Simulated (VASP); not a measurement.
# BaS (Fm-3m) in VASP: notebook, part 2 of 3

VASP 6.6.1. Earlier steps stand in the parts before.

## (3) Electric field gradients, PBE (volume scaled by 1.02)

INCAR reads:

```
  ALGO = Normal
  EDIFF = 1E-8
  ENCUT = 520
  GGA = PE
  ISIF = 2
  ISMEAR = -1
  LASPH = True
  LCHARG = False
  LEFG = True
  LREAL = False
  LWAVE = False
  NBANDS = 15
  NELM = 60
  PREC = Accurate
  SIGMA = 0.02
```

KPOINTS reads:

```
k-points
0
Gamma
  8 8 8
```

POSCAR reads:

```
BaS
1.0
    0.0000000000      3.2149012787      3.2149012787
    3.2149012787      0.0000000000      3.2149012787
    3.2149012787      3.2149012787      0.0000000000
Ba S
1 1
Direct
    0.0000000000      0.0000000000      0.0000000000
    0.5000000000      0.5000000000      0.5000000000
```

Potentials or basis: VASP PAW PBE potentials, release 64 (Ba_sv, S).

On the command line:

```sh
$ cat potpaw_PBE.64/Ba_sv/POTCAR potpaw_PBE.64/S/POTCAR > POTCAR
$ mpirun -np 1 vasp_std > vasp.out
```

OUTCAR:

```text
EDIFF = 1E-8
   ENCUT = 520
   GGA = PE
   ISIF = 2
   ISMEAR = -1
   LASPH = True
   LREAL = False
   NELM = 60
   PREC = Accurate

 ion  position               nearest neighbor table
   1  0.000  0.000  0.000-   2 3.21   2 3.21   2 3.21   2 3.21   2 3.21   2 3.21
   2  0.500  0.500  0.500-   1 3.21   1 3.21   1 3.21   1 3.21   1 3.21   1 3.21

  LATTYP: Found a face centered cubic cell.
 ALAT       =     6.4298025574

  Lattice vectors:

 A1 = (   0.0000000000,   3.2149012787,   3.2149012787)
 A2 = (   3.2149012787,   0.0000000000,   3.2149012787)
 A3 = (   3.2149012787,   3.2149012787,   0.0000000000)

Analysis of symmetry for initial positions (statically):
=====================================================================
 Subroutine PRICEL returns:
 Original cell was already a primitive cell.

 Routine SETGRP: Setting up the symmetry group for a
 face centered cubic supercell.

 Subroutine GETGRP returns: Found 48 space group operations
 (whereof 48 operations were pure point group operations)
 out of a pool of 48 trial point group operations.

The static configuration has the point symmetry O_h .

Analysis of symmetry for dynamics (positions and initial velocities):
=====================================================================
 Subroutine PRICEL returns:
 Original cell was already a primitive cell.

 Routine SETGRP: Setting up the symmetry group for a
 face centered cubic supercell.

 Subroutine GETGRP returns: Found 48 space group operations
 (whereof 48 operations were pure point group operations)
 out of a pool of 48 trial point group operations.

The dynamic configuration has the point symmetry O_h .

 Subroutine INISYM returns: Found 48 space group operations
 (whereof 48 operations are pure point group operations),
 and found     1 'primitive' translations

----------------------------------------------------------------------------------------

                                     Primitive cell

  volume of cell :      66.4558

  direct lattice vectors                    reciprocal lattice vectors
     0.000000000  3.214901279  3.214901279    -0.155525771  0.155525771  0.155525771
     3.214901279  0.000000000  3.214901279     0.155525771 -0.155525771  0.155525771
     3.214901279  3.214901279  0.000000000     0.155525771  0.155525771 -0.155525771

  length of vectors
     4.546556990  4.546556990  4.546556990     0.269378537  0.269378537  0.269378537

  position of ions in fractional coordinates (direct lattice)
     0.000000000  0.000000000  0.000000000
     0.500000000  0.500000000  0.500000000

  ion indices of the primitive-cell ions
   primitive index   ion index
                 1           1
                 2           2

----------------------------------------------------------------------------------------

 KPOINTS: k-points

[... 83 lines left out ...]
   EFERMI_NEDOS =   21; number of points for ismear=-14 and -15
   IALGO  =     38    algorithm
   IMIX   =      4    mixing-type and parameters
     AMIX     =   0.40;   BMIX     =  1.00
     AMIX_MAG =   1.60;   BMIX_MAG =  1.00
  volume/ion in A,a.u.               =      33.23       224.23
  Fermi-wavevector in a.u.,A,eV,Ry     =   1.018444  1.924580 14.112348  1.037228
  Thomas-Fermi vector in A             =   2.151902
   LORBIT       =      0    0 simple, 1 ext, 2 COOP (PROOUT), +10 PAW based schemes
   GGA     = PE    functional components
   LHFCALC =     F    Hartree Fock is set to
   AEXX    =    0.0000 exact exchange contribution
   IVDW    =     0    specifies the selected vdW correction
   LEPSILON=     F    determine dielectric tensor
   LRPA    =     F    only Hartree local field effects (RPA)
 non-spin polarized calculation
  energy-cutoff  :      520.00
  volume of cell :       66.46
 maximum number of plane-waves:      1812
 NGX is ok and might be reduce to    36
   NGX = 17   NGY = 17   NGZ = 17

 number of electron      16.0000002 magnetization

 Free energy of the ion-electron system (eV)
  ---------------------------------------------------
  ext. energy  EPLUGINS =         0.00000000
  ---------------------------------------------------
  free energy    TOTEN  =       -10.19280653 eV

  energy without entropy =      -10.19280653  energy(sigma->0) =      -10.19280653

 E-fermi :   1.7927     XC(G=0):  -8.5439

 val. band max:        1.3521129809   @ k =   0.0000   0.0000   0.0000
 cond. band min:       3.4918194589   @ k =   0.5000   0.5000   0.0000
 fundamental gap:      2.1397064780
 Fermi energy:         1.7927036476

 k-point     1 :       0.0000    0.0000    0.0000
  band No.  band energies     occupation
      1     -24.7856      2.00000
      2      -9.8433      2.00000
      3      -9.8433      2.00000
      4      -9.8433      2.00000
      5      -8.9781      2.00000
      6       1.3521      2.00000
      7       1.3521      2.00000
      8       1.3521      2.00000
      9       4.8558      0.00000
     10       5.2175      0.00000
     11       5.2175      0.00000
     12       5.2175      0.00000
     13       6.1226      0.00000
     14       6.1226      0.00000
[... 401 lines left out ...]
      2     -10.6962      2.00000
      3     -10.0233      2.00000
      4      -9.9405      2.00000
      5      -8.1080      2.00000
      6      -0.1004      2.00000
      7       0.5105      2.00000
      8       0.5799      2.00000
      9       6.0116      0.00000
     10       6.1840      0.00000
     11       7.9251      0.00000
     12       8.1295      0.00000
     13       9.0849      0.00000
     14      10.0047      0.00000
     15      10.6255      0.00000

 [... further k-points ...]

------------------------ aborting loop because EDIFF is reached ----------------------------------------

  FORCE on cell =-STRESS in cart. coord.  units (eV):
  Direction    XX          YY          ZZ          XY          YZ          ZX
  --------------------------------------------------------------------------------------
  -------------------------------------------------------------------------------------
  Total        0.2170786      0.2170786      0.2170786      0.0000000      0.0000000      0.0000000
  in kB        5.2335300      5.2335300      5.2335300      0.0000000      0.0000000      0.0000000
  external PRESSURE =       5.2335300 kB  Pullay stress =       0.0000000 kB

 VOLUME and BASIS-vectors are now :
 -----------------------------------------------------------------------------
  energy-cutoff  :      520.00
  volume of cell :       66.46
      direct lattice vectors                 reciprocal lattice vectors
     0.000000000  3.214901279  3.214901279    -0.155525771  0.155525771  0.155525771
     3.214901279  0.000000000  3.214901279     0.155525771 -0.155525771  0.155525771
     3.214901279  3.214901279  0.000000000     0.155525771  0.155525771 -0.155525771

 POSITION                                       TOTAL-FORCE (eV/Angst)
 -----------------------------------------------------------------------------------
      0.00000      0.00000      0.00000        -0.000000     -0.000000      0.000000
      3.21490      3.21490      3.21490         0.000000      0.000000     -0.000000
 -----------------------------------------------------------------------------------
    total drift:                                0.000000      0.000000      0.000000

  FREE ENERGIE OF THE ION-ELECTRON SYSTEM (eV)
  ---------------------------------------------------
  free  energy   TOTEN  =       -10.1928065268 eV

  energy  without entropy=      -10.1928065268  energy(sigma->0) =      -10.19280653

 Electric field gradients (V/A^2)
---------------------------------------------------------------------
 ion       V_xx      V_yy      V_zz      V_xy      V_xz      V_yz
---------------------------------------------------------------------
   1       0.000     0.000     0.000     0.000     0.000     0.000
   2      -0.000    -0.000    -0.000     0.000     0.000     0.000
---------------------------------------------------------------------

 Electric field gradients after diagonalization (V/A^2)
 (convention: |V_zz| > |V_xx| > |V_yy|)
----------------------------------------------------------------------
 ion       V_xx      V_yy      V_zz     asymmetry (V_yy - V_xx)/ V_zz
----------------------------------------------------------------------
   1      -0.000    -0.000     0.000       0.000
   2      -0.000    -0.000     0.001       0.000
----------------------------------------------------------------------

           NMR quadrupolar parameters

 Cq : quadrupolar parameter    Cq=e*Q*V_zz/h
 eta: asymmetry parameters     (V_yy - V_xx)/ V_zz
 Q  : nuclear electric quadrupole moment in mb (millibarn)
----------------------------------------------------------------------
 ion       Cq(MHz)       eta       Q (mb)
----------------------------------------------------------------------
   1       0.000       0.000       1.000
   2       0.000       0.000       1.000
----------------------------------------------------------------------
```

OSZICAR:

```text
N       E                     dE             d eps       ncg     rms          rms(c)
DAV:   1     0.845118724620E+02    0.84512E+02   -0.67106E+03   870   0.920E+02
DAV:   2    -0.568123626639E+01   -0.90193E+02   -0.80946E+02  1226   0.169E+02
DAV:   3    -0.105870388319E+02   -0.49058E+01   -0.48726E+01  1168   0.411E+01
DAV:   4    -0.106782705966E+02   -0.91232E-01   -0.91214E-01  1106   0.593E+00
DAV:   5    -0.106808089178E+02   -0.25383E-02   -0.25382E-02  1199   0.816E-01    0.469E+00
DAV:   6    -0.101742981175E+02    0.50651E+00   -0.69038E-01   996   0.500E+00    0.320E+00
DAV:   7    -0.101771325402E+02   -0.28344E-02   -0.18810E-01  1102   0.242E+00    0.210E+00
DAV:   8    -0.101911713621E+02   -0.14039E-01   -0.24663E-02   989   0.113E+00    0.197E-01
DAV:   9    -0.101918313828E+02   -0.66002E-03   -0.33496E-03  1122   0.423E-01    0.161E-01
DAV:  10    -0.101926993159E+02   -0.86793E-03   -0.99004E-04   926   0.208E-01    0.425E-02
DAV:  11    -0.101928031980E+02   -0.10388E-03   -0.13517E-04  1087   0.699E-02    0.136E-02
DAV:  12    -0.101928065109E+02   -0.33130E-05   -0.72688E-06  1003   0.177E-02    0.290E-03
DAV:  13    -0.101928064032E+02    0.10771E-06   -0.39234E-07  1151   0.402E-03    0.224E-03
DAV:  14    -0.101928065556E+02   -0.15236E-06   -0.47508E-08  1052   0.167E-03    0.432E-04
DAV:  15    -0.101928065310E+02    0.24568E-07   -0.11996E-08   964   0.668E-04    0.538E-04
DAV:  16    -0.101928065268E+02    0.41862E-08   -0.12416E-09   603   0.272E-04
   1 F= -.10192807E+02 E0= -.10192807E+02  d E =-.161469E-11
```

stdout:

```text
POSCAR found type information on POSCAR BaS
 POSCAR found :  2 types and       2 ions
 scaLAPACK will be used
 LDA part: xc-table for (Slater+PW92), standard interpolation
 POSCAR, INCAR and KPOINTS ok, starting setup
 FFT: planning ... GRIDC
 FFT: planning ... GRID_SOFT
 FFT: planning ... GRID
 WAVECAR not read
 entering main loop
ion   1

ion   2
```

Run time: 28 s. Hardware: 1 thread of AMD EPYC 7R13 (Zen 3), shared host; peak memory 0.18 GiB.

Results:

```yaml
Free_energy: -10.1928 eV
Pressure: 0.5 GPa
Band_gap_on_the_k_mesh: 2.14 eV, indirect (least direct gap 2.29 eV)
```

Caveat: without QUAD_EFG the Cq values of the log hold for a quadrupole moment of 1 mb, not for the nuclei; spin-orbit coupling is left out, which moves the levels of the heavy elements. A k mesh can miss the band edges.

## (4) Electric field gradients, PBE (volume scaled by 1.02)

INCAR reads:

```
SYSTEM = BaS
PREC     = Accurate       ! precision mode
ENCUT    = 520            ! plane-wave cutoff, eV
EDIFF    = 1E-8           ! SCF threshold, eV
ISMEAR   = -1             ! smearing method
SIGMA    = 0.02           ! smearing width, eV
LREAL    = .FALSE.        ! projectors in reciprocal space
LASPH    = .TRUE.         ! aspherical terms in the spheres
NELM     = 60             ! most SCF steps
ALGO     = Normal         ! electronic algorithm
ISIF     = 2              ! what is computed and relaxed
LWAVE    = .FALSE.        ! write WAVECAR
LCHARG   = .FALSE.        ! write CHGCAR
GGA      = PE             ! functional
LEFG     = .TRUE.       
NBANDS   = 15             ! bands
```

KPOINTS reads:

```
regular mesh
0
G
  8 8 8
  0 0 0
```

POSCAR is that of step 3.

Potentials or basis: VASP PAW PBE potentials, release 64 (Ba_sv, S).

On the command line:

```sh
$ cat potpaw_PBE.64/Ba_sv/POTCAR potpaw_PBE.64/S/POTCAR > POTCAR
$ mpirun -np 1 vasp_std > vasp.out
```

OUTCAR:

```text
SYSTEM = BaS
   PREC = Accurate
   ENCUT = 520
   EDIFF = 1E-8
   ISMEAR = -1
   LREAL = .FALSE.
   LASPH = .TRUE.
   NELM = 60
   ISIF = 2
   GGA = PE

 ion  position               nearest neighbor table
   1  0.000  0.000  0.000-   2 3.21   2 3.21   2 3.21   2 3.21   2 3.21   2 3.21
   2  0.500  0.500  0.500-   1 3.21   1 3.21   1 3.21   1 3.21   1 3.21   1 3.21

  LATTYP: Found a face centered cubic cell.
 ALAT       =     6.4298025574

  Lattice vectors:

 A1 = (   0.0000000000,   3.2149012787,   3.2149012787)
 A2 = (   3.2149012787,   0.0000000000,   3.2149012787)
 A3 = (   3.2149012787,   3.2149012787,   0.0000000000)

Analysis of symmetry for initial positions (statically):
=====================================================================
 Subroutine PRICEL returns:
 Original cell was already a primitive cell.

 Routine SETGRP: Setting up the symmetry group for a
 face centered cubic supercell.

[... 621 lines left out ...]
      direct lattice vectors                 reciprocal lattice vectors
     0.000000000  3.214901279  3.214901279    -0.155525771  0.155525771  0.155525771
     3.214901279  0.000000000  3.214901279     0.155525771 -0.155525771  0.155525771
     3.214901279  3.214901279  0.000000000     0.155525771  0.155525771 -0.155525771

 POSITION                                       TOTAL-FORCE (eV/Angst)
 -----------------------------------------------------------------------------------
      0.00000      0.00000      0.00000        -0.000000     -0.000000      0.000000
      3.21490      3.21490      3.21490         0.000000      0.000000     -0.000000
 -----------------------------------------------------------------------------------
    total drift:                                0.000000      0.000000      0.000000

  FREE ENERGIE OF THE ION-ELECTRON SYSTEM (eV)
  ---------------------------------------------------
  free  energy   TOTEN  =       -10.1928065268 eV

  energy  without entropy=      -10.1928065268  energy(sigma->0) =      -10.19280653

 Electric field gradients (V/A^2)
---------------------------------------------------------------------
 ion       V_xx      V_yy      V_zz      V_xy      V_xz      V_yz
---------------------------------------------------------------------
   1       0.000     0.000     0.000     0.000     0.000     0.000
   2      -0.000    -0.000    -0.000     0.000     0.000     0.000
---------------------------------------------------------------------

 Electric field gradients after diagonalization (V/A^2)
 (convention: |V_zz| > |V_xx| > |V_yy|)
----------------------------------------------------------------------
 ion       V_xx      V_yy      V_zz     asymmetry (V_yy - V_xx)/ V_zz
----------------------------------------------------------------------
   1      -0.000    -0.000     0.000       0.000
   2      -0.000    -0.000     0.001       0.000
----------------------------------------------------------------------

           NMR quadrupolar parameters

 Cq : quadrupolar parameter    Cq=e*Q*V_zz/h
 eta: asymmetry parameters     (V_yy - V_xx)/ V_zz
 Q  : nuclear electric quadrupole moment in mb (millibarn)
----------------------------------------------------------------------
 ion       Cq(MHz)       eta       Q (mb)
----------------------------------------------------------------------
   1       0.000       0.000       1.000
   2       0.000       0.000       1.000
----------------------------------------------------------------------
```

Run time: 29 s. Hardware: 1 thread of AMD EPYC 7R13 (Zen 3), shared host; peak memory 0.18 GiB.

Results:

| Property | Result |
| --- | --- |
| Free energy | -10.1928 eV |
| Pressure | 0.5 GPa |
| Band gap on the k mesh | 2.14 eV, indirect (least direct gap 2.29 eV) |

Caveat: without QUAD_EFG the Cq values of the log hold for a quadrupole moment of 1 mb, not for the nuclei; spin-orbit coupling is left out, which moves the levels of the heavy elements. A k mesh can miss the band edges.

(Part 2 of 3 ends here.)
